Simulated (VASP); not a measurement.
Ge, 8 atoms in the cell. It takes space group P6_3/mmc (No. 194, hexagonal). Conventional cell: a = 4.003 Å, b = 4.003 Å, c = 13.157 Å, α = 90.00°, β = 90.00°, γ = 120.00°. Ge (site symmetry 3m) has 4 Ge at 2.45 to 2.47 Å within 3.2 Å. Ge (site symmetry 3m) has 4 Ge at 2.45 Å within 3.2 Å. This isn't the form of Ge at room conditions, which is diamond.

- Program: VASP 6.6.1
- Task: single point
- Functional: LDA
- Potentials or basis: VASP PAW LDA potentials, release 64 (Ge_d)
- Cutoff: 520 eV
- k mesh: 8 × 8 × 2
- Occupations: fermi-dirac, width 0.05 eV
- Spin: no spin polarisation
- Dipole correction: no
- Further INCAR settings: ALGO = Normal; EDIFF = 1e-06; NBANDS = 66

Potentials or basis: VASP PAW LDA potentials, release 64 (Ge_d).

Launch:

```bash
$ cat potpaw_LDA.64/Ge_d/POTCAR > POTCAR
$ mpirun -np 1 vasp_std > vasp.out
```

Hardware: 1 thread of AMD EPYC 7R13 Processor (Zen 3), on a shared host.

Problem. Estimate the wall time of this run.

Solution. Wall time 3.1 min on 1 thread of AMD EPYC 7R13 Processor (Zen 3), on a shared host, peak memory 0.28 GiB. Counts: scf iterations 14, k points 20.
